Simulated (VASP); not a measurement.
Hg: single point with LDA

Crystal: Hg.

```
Hg
1.0
     2.78041    0.00000    0.00000
     0.00000    2.78041    0.00000
     0.00000    0.00000    2.78041
Hg
1
Direct
  0.00000 0.00000 0.00000
```

```yaml
Program: VASP 6.6.1
Task: single point
Functional: LDA
Potentials_or_basis: VASP PAW LDA potentials, release 64 (Hg_sv_GW)
Cutoff: 550 eV
k_mesh: 14 × 14 × 14
Occupations: fermi-dirac, width 0.1 eV
Spin: no spin polarisation
Dipole_correction: no
Further_INCAR_settings: ALGO = Normal; EDIFF = 1e-06; NBANDS = 16
```

* Pressure: 9.7 GPa
* Band gap on the k mesh: zero (bands 10 and 11 overlap by 7.55 eV)

Levels at points of the mesh, in eV from the Fermi level:
```tsv
k point	band 8	band 9	band 10	band 11	band 12	band 13
(0.00, 0.00, 0.00)	-6.07	-6.07	-6.07	10.90	10.90	10.90
(0.50, 0.00, 0.00)	-7.13	-5.97	-2.86	-2.31	14.08	15.65
(0.50, 0.50, 0.00)	-6.95	-5.16	1.09	1.09	2.08	8.12
(0.50, 0.50, 0.50)	-5.09	-5.09	5.24	5.24	5.24	7.51
```

It took 24 s on 1 thread of AMD EPYC 7R13 Processor (Zen 3), on a shared host, peak memory 0.15 GiB.

Caveat: the cell stands under pressure; spin-orbit coupling is left out, which moves the levels of the heavy elements.
